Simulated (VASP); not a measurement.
# Mg31CdO32 (a cell with a defect) in VASP: single point with PBEsol

Aim: the single point of Mg31CdO32 (a cell with a defect) with PBEsol.

All numbers are computed with VASP 6.6.1; they aren't measurements. Logs are shortened: lines on timing, memory, paths and dates and some standing lists are left out, and cuts for length are marked.

**1. The cell of the first run**

The cell holds a defect, 64 atoms: a = 8.429 Å, b = 8.429 Å, c = 8.429 Å, α = 90.00°, β = 90.00°, γ = 90.00°.

**2. Single point, PBEsol**

File INCAR:

```
SYSTEM = Mg31CdO32
ALGO = Normal ; EDIFF = 1E-6
ENCUT = 520 ; GGA = PS
GGA_COMPAT = .False. ; ISIF = 2
ISMEAR = -1 ; ISYM = 0
LASPH = .True. ; LCHARG = .False.
LREAL = Auto ; LWAVE = .False.
NBANDS = 171 ; NELM = 120
PREC = Accurate ; SIGMA = 0.05
```

File KPOINTS:

```
Automatic mesh
0
Gamma
  1 1 1
  0.25 0.25 0.25
```

File POSCAR:

```
Mg31CdO32
1.0
    8.4288080000      0.0000000000      0.0000000000
    0.0000000000      8.4288080000      0.0000000000
    0.0000000000      0.0000000000      8.4288080000
O Mg Cd
32 31 1
Direct
    0.2500000000      0.0000000000      0.0000000000
    0.2500000000      0.0000000000      0.5000000000
    0.2500000000      0.5000000000      0.0000000000
    0.2500000000      0.5000000000      0.5000000000
    0.7500000000      0.0000000000      0.0000000000
    0.7500000000      0.0000000000      0.5000000000
    0.7500000000      0.5000000000      0.0000000000
    0.7500000000      0.5000000000      0.5000000000
    0.0000000000      0.2500000000      0.0000000000
    0.0000000000      0.2500000000      0.5000000000
    0.0000000000      0.7500000000      0.0000000000
    0.0000000000      0.7500000000      0.5000000000
    0.5000000000      0.2500000000      0.0000000000
    0.5000000000      0.2500000000      0.5000000000
    0.5000000000      0.7500000000      0.0000000000
    0.5000000000      0.7500000000      0.5000000000
    0.0000000000      0.0000000000      0.2500000000
    0.0000000000      0.0000000000      0.7500000000
    0.0000000000      0.5000000000      0.2500000000
    0.0000000000      0.5000000000      0.7500000000
    0.5000000000      0.0000000000      0.2500000000
    0.5000000000      0.0000000000      0.7500000000
    0.5000000000      0.5000000000      0.2500000000
    0.5000000000      0.5000000000      0.7500000000
    0.2500000000      0.2500000000      0.2500000000
    0.2500000000      0.2500000000      0.7500000000
    0.2500000000      0.7500000000      0.2500000000
    0.2500000000      0.7500000000      0.7500000000
    0.7500000000      0.2500000000      0.2500000000
    0.7500000000      0.2500000000      0.7500000000
    0.7500000000      0.7500000000      0.2500000000
    0.7500000000      0.7500000000      0.7500000000
    0.0000000000      0.0000000000      0.0000000000
    0.0000000000      0.0000000000      0.5000000000
    0.0000000000      0.5000000000      0.0000000000
    0.0000000000      0.5000000000      0.5000000000
    0.5000000000      0.0000000000      0.0000000000
    0.5000000000      0.0000000000      0.5000000000
    0.5000000000      0.5000000000      0.0000000000
    0.2500000000      0.2500000000      0.0000000000
    0.2500000000      0.2500000000      0.5000000000
    0.2500000000      0.7500000000      0.0000000000
    0.2500000000      0.7500000000      0.5000000000
    0.7500000000      0.2500000000      0.0000000000
    0.7500000000      0.2500000000      0.5000000000
    0.7500000000      0.7500000000      0.0000000000
    0.7500000000      0.7500000000      0.5000000000
    0.2500000000      0.0000000000      0.2500000000
    0.2500000000      0.0000000000      0.7500000000
    0.2500000000      0.5000000000      0.2500000000
    0.2500000000      0.5000000000      0.7500000000
    0.7500000000      0.0000000000      0.2500000000
    0.7500000000      0.0000000000      0.7500000000
    0.7500000000      0.5000000000      0.2500000000
    0.7500000000      0.5000000000      0.7500000000
    0.0000000000      0.2500000000      0.2500000000
    0.0000000000      0.2500000000      0.7500000000
    0.0000000000      0.7500000000      0.2500000000
    0.0000000000      0.7500000000      0.7500000000
    0.5000000000      0.2500000000      0.2500000000
    0.5000000000      0.2500000000      0.7500000000
    0.5000000000      0.7500000000      0.2500000000
    0.5000000000      0.7500000000      0.7500000000
    0.5000000000      0.5000000000      0.5000000000
```

Potentials or basis: VASP PAW PBE potentials, release 64 (O, Mg, Cd).

The run is started by

```console
> cat potpaw_PBE.64/O/POTCAR potpaw_PBE.64/Mg/POTCAR potpaw_PBE.64/Cd/POTCAR > POTCAR
> mpirun -np 1 vasp_std > vasp.out
```

OUTCAR:

```text
SYSTEM = Mg31CdO32
   EDIFF = 1E-6
   ENCUT = 520
   GGA = PS
   ISIF = 2
   ISMEAR = -1
   ISYM = 0
   LASPH = .True.
   LREAL = Auto
   NELM = 120
   PREC = Accurate

 ion  position               nearest neighbor table
   1  0.250  0.000  0.000-  33 2.11  37 2.11  40 2.11  42 2.11  48 2.11  49 2.11
   2  0.250  0.000  0.500-  34 2.11  38 2.11  41 2.11  43 2.11  48 2.11  49 2.11
   3  0.250  0.500  0.000-  35 2.11  39 2.11  40 2.11  42 2.11  50 2.11  51 2.11
   4  0.250  0.500  0.500-  36 2.11  41 2.11  43 2.11  50 2.11  51 2.11  64 2.11
   5  0.750  0.000  0.000-  33 2.11  37 2.11  44 2.11  46 2.11  52 2.11  53 2.11
   6  0.750  0.000  0.500-  34 2.11  38 2.11  45 2.11  47 2.11  52 2.11  53 2.11
[... 67 lines left out ...]
                            37 2.98  38 2.98  44 2.98  45 2.98  46 2.98  47 2.98  57 2.98  59 2.98
  54  0.750  0.500  0.250-   7 2.11   8 2.11  19 2.11  23 2.11  29 2.11  31 2.11  35 2.98  36 2.98
                            39 2.98  44 2.98  45 2.98  46 2.98  47 2.98  56 2.98  58 2.98  60 2.98
  55  0.750  0.500  0.750-   7 2.11   8 2.11  20 2.11  24 2.11  30 2.11  32 2.11  35 2.98  36 2.98
                            39 2.98  44 2.98  45 2.98  46 2.98  47 2.98  57 2.98  59 2.98  61 2.98
  56  0.000  0.250  0.250-   9 2.11  10 2.11  17 2.11  19 2.11  25 2.11  29 2.11  33 2.98  34 2.98
                            35 2.98  36 2.98  40 2.98  41 2.98  44 2.98  45 2.98  48 2.98  50 2.98
  57  0.000  0.250  0.750-   9 2.11  10 2.11  18 2.11  20 2.11  26 2.11  30 2.11  33 2.98  34 2.98
                            35 2.98  36 2.98  40 2.98  41 2.98  44 2.98  45 2.98  49 2.98  51 2.98
  58  0.000  0.750  0.250-  11 2.11  12 2.11  17 2.11  19 2.11  27 2.11  31 2.11  33 2.98  34 2.98
                            35 2.98  36 2.98  42 2.98  43 2.98  46 2.98  47 2.98  48 2.98  50 2.98
  59  0.000  0.750  0.750-  11 2.11  12 2.11  18 2.11  20 2.11  28 2.11  32 2.11  33 2.98  34 2.98
                            35 2.98  36 2.98  42 2.98  43 2.98  46 2.98  47 2.98  49 2.98  51 2.98
  60  0.500  0.250  0.250-  13 2.11  14 2.11  21 2.11  23 2.11  25 2.11  29 2.11  37 2.98  38 2.98
                            39 2.98  40 2.98  41 2.98  44 2.98  45 2.98  48 2.98  50 2.98  52 2.98
  61  0.500  0.250  0.750-  13 2.11  14 2.11  22 2.11  24 2.11  26 2.11  30 2.11  37 2.98  38 2.98
                            39 2.98  40 2.98  41 2.98  44 2.98  45 2.98  49 2.98  51 2.98  53 2.98
  62  0.500  0.750  0.250-  15 2.11  16 2.11  21 2.11  23 2.11  27 2.11  31 2.11  37 2.98  38 2.98
                            39 2.98  42 2.98  43 2.98  46 2.98  47 2.98  48 2.98  50 2.98  52 2.98
  63  0.500  0.750  0.750-  15 2.11  16 2.11  22 2.11  24 2.11  28 2.11  32 2.11  37 2.98  38 2.98
                            39 2.98  42 2.98  43 2.98  46 2.98  47 2.98  49 2.98  51 2.98  53 2.98
  64  0.500  0.500  0.500-   4 2.11   8 2.11  14 2.11  16 2.11  23 2.11  24 2.11  41 2.98  43 2.98
                            45 2.98  47 2.98  50 2.98  51 2.98  54 2.98  55 2.98  60 2.98  61 2.98

IMPORTANT INFORMATION: All symmetrisations will be switched off!
NOSYMM: (Re-)initialisation of all symmetry stuff for point group C_1.

----------------------------------------------------------------------------------------

                                     Primitive cell

  volume of cell :     598.8230

  direct lattice vectors                    reciprocal lattice vectors
     8.428808000  0.000000000  0.000000000     0.118640738  0.000000000  0.000000000
     0.000000000  8.428808000  0.000000000     0.000000000  0.118640738  0.000000000
     0.000000000  0.000000000  8.428808000     0.000000000  0.000000000  0.118640738

  length of vectors
     8.428808000  8.428808000  8.428808000     0.118640738  0.118640738  0.118640738

  position of ions in fractional coordinates (direct lattice)
     0.250000000  0.000000000  0.000000000
     0.250000000  0.000000000  0.500000000
     0.250000000  0.500000000  0.000000000
     0.250000000  0.500000000  0.500000000
     0.750000000  0.000000000  0.000000000
     0.750000000  0.000000000  0.500000000
[... 56 lines left out ...]
     0.500000000  0.750000000  0.750000000
     0.500000000  0.500000000  0.500000000

  ion indices of the primitive-cell ions
   primitive index   ion index
                 1           1
                 2           2
                 3           3
                 4           4
                 5           5
                 6           6
[... 56 lines left out ...]
                63          63
                64          64

----------------------------------------------------------------------------------------

 KPOINTS: Automatic mesh

Automatic generation of k-mesh.
 Grid dimensions read from file:
 generate k-points for:    1    1    1

 Generating k-lattice:

  Cartesian coordinates                     Fractional coordinates (reciprocal lattice)
     0.118640738  0.000000000  0.000000000     1.000000000  0.000000000  0.000000000
     0.000000000  0.118640738  0.000000000     0.000000000  1.000000000  0.000000000
     0.000000000  0.000000000  0.118640738     0.000000000  0.000000000  1.000000000

  Length of vectors
     0.118640738  0.118640738  0.118640738

  Shift w.r.t. Gamma in fractional coordinates (k-lattice)
     0.250000000  0.250000000  0.250000000

 Subroutine IBZKPT returns following result:
 ===========================================

 Found      4 irreducible k-points:

 Following reciprocal coordinates:
            Coordinates               Weight
  0.250000  0.250000  0.250000      2.000000
 -0.250000  0.250000  0.250000      2.000000
 -0.250000 -0.250000  0.250000      2.000000
  0.250000 -0.250000  0.250000      2.000000
   k-points           NKPTS =      4   k-points in BZ     NKDIM =      4   number of bands    NBANDS=    171
   number of dos      NEDOS =    301   number of ions     NIONS =     64
   total plane-waves  NPLWV = 262144
   dimension x,y,z NGX =    64 NGY =   64 NGZ =   64
   dimension x,y,z NGXF=   128 NGYF=  128 NGZF=  128
   ions per type =              32  31   1
   NGX,Y,Z   is equivalent  to a cutoff of  12.62, 12.62, 12.62 a.u.
   NGXF,Y,Z  is equivalent  to a cutoff of  25.25, 25.25, 25.25 a.u.
 SYSTEM =  Mg31CdO32
   PREC   = accura    normal or accurate (medium, high low for compatibility)
   ISTART =      0    job   : 0-new  1-cont  2-samecut
   ICHARG =      2    charge: 1-file 2-atom 10-const
   ISPIN  =      1    spin polarized calculation?
   LNONCOLLINEAR =      F non collinear calculations
   LSORBIT =      F    spin-orbit coupling
   LASPH  =      T    aspherical Exc in radial PAW
   ENCUT  =  520.0 eV  38.22 Ry    6.18 a.u.  15.67 15.67 15.67*2*pi/ulx,y,z
   NELM   =    120;   NELMIN=  2; NELMDL= -5     # of ELM steps
   EDIFF  = 0.1E-05   stopping-criterion for ELM
   LREAL  =      T    real-space projection
   EDIFFG = 0.1E-04   stopping-criterion for IOM
   NSW    =      0    number of steps for IOM
   IBRION =     -1    ionic relax: 0-MD 1-quasi-New 2-CG
   NFREE  =      0    steps in history (QN), initial steepest desc. (CG)
   ISIF   =      2    stress and relaxation
   ISYM   =      0    0-nonsym 1-usesym 2-fastsym
   POTIM  = 0.5000    time-step for ionic-motion
   TEBEG  =    0.0;   TEEND  =   0.0 temperature during run
   PSTRESS=    0.0 pullay stress
   NELECT =     266.0000    total number of electrons
   NUPDOWN=      -1.0000    fix difference up-down
   EMIN   =  10.00;   EMAX   =-10.00  energy-range for DOS
   EFERMI =   0.00;   METHOD = LEGACY
   ISMEAR =    -1;   SIGMA  =   0.05  broadening in eV -4-tet -1-fermi 0-gaus
   EFERMI_NEDOS =   21; number of points for ismear=-14 and -15
   IALGO  =     38    algorithm
   IMIX   =      4    mixing-type and parameters
     AMIX     =   0.40;   BMIX     =  1.00
     AMIX_MAG =   1.60;   BMIX_MAG =  1.00
  volume/ion in A,a.u.               =       9.36        63.14
  Fermi-wavevector in a.u.,A,eV,Ry     =   1.249115  2.360486 21.229023  1.560289
  Thomas-Fermi vector in A             =   2.383171
   LORBIT       =      0    0 simple, 1 ext, 2 COOP (PROOUT), +10 PAW based schemes
   GGA     = PS    functional components
   LHFCALC =     F    Hartree Fock is set to
   AEXX    =    0.0000 exact exchange contribution
   IVDW    =     0    specifies the selected vdW correction
   LEPSILON=     F    determine dielectric tensor
   LRPA    =     F    only Hartree local field effects (RPA)
 non-spin polarized calculation
  energy-cutoff  :      520.00
  volume of cell :      598.82
 maximum number of plane-waves:     16125
 NGX is ok and might be reduce to    64
   NGX = 31   NGY = 31   NGZ = 31

 number of electron     265.9999908 magnetization

 Free energy of the ion-electron system (eV)
  ---------------------------------------------------
  ext. energy  EPLUGINS =         0.00000000
  ---------------------------------------------------
  free energy    TOTEN  =      -394.64045446 eV

  energy without entropy =     -394.64045446  energy(sigma->0) =     -394.64045446

 E-fermi :   5.1274     XC(G=0): -11.3850

 val. band max:        3.8415111870   @ k =   0.2500  -0.2500   0.2500
 cond. band min:       8.5344351992   @ k =   0.2500   0.2500   0.2500
 fundamental gap:      4.6929240121
 Fermi energy:         5.1273656793

 k-point     1 :       0.2500    0.2500    0.2500
  band No.  band energies     occupation
      1     -14.0092      2.00000
      2     -13.6498      2.00000
      3     -13.5896      2.00000
      4     -13.5896      2.00000
      5     -13.3147      2.00000
      6     -13.2777      2.00000
[... 581 lines left out ...]
    144      11.4683      0.00000
    145      11.9452      0.00000
 [bands above 145 left out]

------------------------ aborting loop because EDIFF is reached ----------------------------------------

  FORCE on cell =-STRESS in cart. coord.  units (eV):
  Direction    XX          YY          ZZ          XY          YZ          ZX
  --------------------------------------------------------------------------------------
  -------------------------------------------------------------------------------------
  Total       10.4570357     10.4569439     10.4570908      0.0000047     -0.0000008     -0.0000071
  in kB       27.9782593     27.9780136     27.9784066      0.0000126     -0.0000022     -0.0000190
  external PRESSURE =      27.9782265 kB  Pullay stress =       0.0000000 kB

 VOLUME and BASIS-vectors are now :
 -----------------------------------------------------------------------------
  energy-cutoff  :      520.00
  volume of cell :      598.82
      direct lattice vectors                 reciprocal lattice vectors
     8.428808000  0.000000000  0.000000000     0.118640738  0.000000000  0.000000000
     0.000000000  8.428808000  0.000000000     0.000000000  0.118640738  0.000000000
     0.000000000  0.000000000  8.428808000     0.000000000  0.000000000  0.118640738

 POSITION                                       TOTAL-FORCE (eV/Angst)
 -----------------------------------------------------------------------------------
      2.10720      0.00000      0.00000        -0.006296      0.000001     -0.000004
      2.10720      0.00000      4.21440        -0.025634      0.000001      0.000004
      2.10720      4.21440      0.00000        -0.025642     -0.000002      0.000001
      2.10720      4.21440      4.21440        -2.613271     -0.000001      0.000000
      6.32161      0.00000      0.00000         0.006296      0.000002     -0.000002
      6.32161      0.00000      4.21440         0.025632      0.000001      0.000002
[... 56 lines left out ...]
      4.21440      6.32161      6.32161         0.000002      0.059841      0.059845
      4.21440      4.21440      4.21440         0.000007      0.000006     -0.000003
 -----------------------------------------------------------------------------------
    total drift:                                0.000005      0.000001      0.000005

  FREE ENERGIE OF THE ION-ELECTRON SYSTEM (eV)
  ---------------------------------------------------
  free  energy   TOTEN  =      -394.6404544645 eV

  energy  without entropy=     -394.6404544644  energy(sigma->0) =     -394.64045446
```

Wall time 25 min (1 thread of Intel Xeon 8259CL, shared host); peak memory 0.72 GiB.

What came out:

- Free energy: -394.6405 eV
- Pressure: 2.8 GPa
- Largest force: 2.613 eV/Å
- Band gap on the k mesh: 4.69 eV

Forces in eV/Å, atoms in the order of the input:
```
O   -0.006  0.000  0.000
O   -0.026  0.000  0.000
O   -0.026  0.000  0.000
O   -2.613  0.000  0.000
O    0.006  0.000  0.000
O    0.026  0.000  0.000
O    0.026  0.000  0.000
O    2.613  0.000  0.000
O    0.000 -0.006  0.000
O    0.000 -0.026  0.000
O    0.000  0.006  0.000
O    0.000  0.026  0.000
O    0.000 -0.026  0.000
O    0.000 -2.613  0.000
O    0.000  0.026  0.000
O    0.000  2.613  0.000
O    0.000  0.000 -0.006
O    0.000  0.000  0.006
O    0.000  0.000 -0.026
O    0.000  0.000  0.026
O    0.000  0.000 -0.026
O    0.000  0.000  0.026
O    0.000  0.000 -2.613
O    0.000  0.000  2.613
O    0.019  0.019  0.019
O    0.019  0.019 -0.019
O    0.019 -0.019  0.019
O    0.019 -0.019 -0.019
O   -0.019  0.019  0.019
O   -0.019  0.019 -0.019
O   -0.019 -0.019  0.019
O   -0.019 -0.019 -0.019
Mg   0.000  0.000  0.000
Mg   0.000  0.000  0.000
Mg   0.000  0.000  0.000
Mg   0.000  0.000  0.000
Mg   0.000  0.000  0.000
Mg   0.000  0.000  0.000
Mg   0.000  0.000  0.000
Mg   0.008  0.008  0.000
Mg  -0.060 -0.060  0.000
Mg   0.008 -0.008  0.000
Mg  -0.060  0.060  0.000
Mg  -0.008  0.008  0.000
Mg   0.060 -0.060  0.000
Mg  -0.008 -0.008  0.000
Mg   0.060  0.060  0.000
Mg   0.008  0.000  0.008
Mg   0.008  0.000 -0.008
Mg  -0.060  0.000 -0.060
Mg  -0.060  0.000  0.060
Mg  -0.008  0.000  0.008
Mg  -0.008  0.000 -0.008
Mg   0.060  0.000 -0.060
Mg   0.060  0.000  0.060
Mg   0.000  0.008  0.008
Mg   0.000  0.008 -0.008
Mg   0.000 -0.008  0.008
Mg   0.000 -0.008 -0.008
Mg   0.000 -0.060 -0.060
Mg   0.000 -0.060  0.060
Mg   0.000  0.060 -0.060
Mg   0.000  0.060  0.060
Cd   0.000  0.000  0.000
```

Caveat: the PAW data sets were made with another functional, which shifts forces and pressure a little.
